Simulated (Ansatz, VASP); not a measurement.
## One calculation of Al6H, two programs

```
CELL_PARAMETERS angstrom
5.71352 0.00000 0.00000
0.00000 5.71352 0.00000
0.00000 0.00000 22.17470
ATOMIC_POSITIONS crystal
Al 0.25000 0.25000 0.18039
Al 0.25000 0.75000 0.18039
Al 0.75000 0.25000 0.18039
Al 0.75000 0.75000 0.18039
Al 0.00000 0.00000 0.27441
Al 0.00000 0.50000 0.27441
Al 0.50000 0.00000 0.27441
Al 0.50000 0.50000 0.27441
Al 0.25000 0.25000 0.36865
Al 0.25000 0.75000 0.36865
Al 0.75000 0.25000 0.36865
Al 0.75000 0.75000 0.36865
H 0.00000 0.86917 0.38894
H 0.00000 0.13083 0.38894
```

Alike in both runs: task single point; functional PBE; k mesh 5 × 5 × 1; occupations gaussian, width 0.1 eV; no spin polarisation.

|  | VASP | Ansatz |
| --- | --- | --- |
| version | VASP 6.6.1 | Ansatz 0.2.0 |
| potentials or method | VASP PAW PBE potentials, release 64 (Al, H), cutoff 520 eV | scalar-relativistic, plane waves, PAW |
| valence electrons in the cell | 38 | 38 |

```csv
,VASP,Ansatz,Ansatz less VASP
gap on the k mesh at the Fermi level (eV),none,none,-
rms of the force components (eV/Å),0.517,0.517,+0.0001
```

Atom by atom the forces differ by 0.000 eV/Å (rms over components). A gap of «none» marks a metal or a gap that the smearing closes. The functional is the same, so the differences come from potentials, cutoffs and numerics.
